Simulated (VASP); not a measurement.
Crystal: Se.

```xyz
1
Lattice="0.0000 2.2175 2.2175 2.2175 0.0000 2.2175 2.2175 2.2175 0.0000" Properties=species:S:1:pos:R:3 pbc="T T T"
Se    0.0000    0.0000    0.0000
```

This isn't the form of Se at room conditions, which is trigonal, of chains.

```yaml
Program: VASP 6.6.1
Task: relaxation of cell and atoms
Functional: PBE
Potentials_or_basis: VASP PAW PBE potentials, release 64 (Se)
Cutoff: 600 eV
k_mesh: 12 × 12 × 12
Occupations: fermi-dirac, width 0.1 eV
Spin: no spin polarisation
```

At the start: pressure -3.9 GPa; volume 21.81 Å³/atom.

How do energy, volume and symmetry change on relaxing?

Over 3 steps the energy falls by 17.6 meV/atom and the volume is 20.44 Å³/atom (-6.3 %); space group Fm-3m (No. 225, to 0.1 Å) before and after.

The path:
| step | energy change (eV) | largest force (eV/Å) | pressure (GPa) | volume (Å³) |
| --- | --- | --- | --- | --- |
| 1 | 0.0000 | 0.0000 | -3.89 | 21.81 |
| 2 | -0.0168 | 0.0000 | 0.94 | 20.18 |
| 3 | -0.0176 | 0.0000 | 0.00 | 20.44 |

Final structure:
```cif
data_structure
_symmetry_space_group_name_H-M 'P 1'
_symmetry_Int_Tables_number 1
_cell_length_a 3.0692
_cell_length_b 3.0692
_cell_length_c 3.0692
_cell_angle_alpha 60.000
_cell_angle_beta 60.000
_cell_angle_gamma 60.000
_cell_volume 20.44
loop_
_atom_site_label
_atom_site_type_symbol
_atom_site_fract_x
_atom_site_fract_y
_atom_site_fract_z
_atom_site_occupancy
Se1 Se 0.00000 0.00000 0.00000 1
```
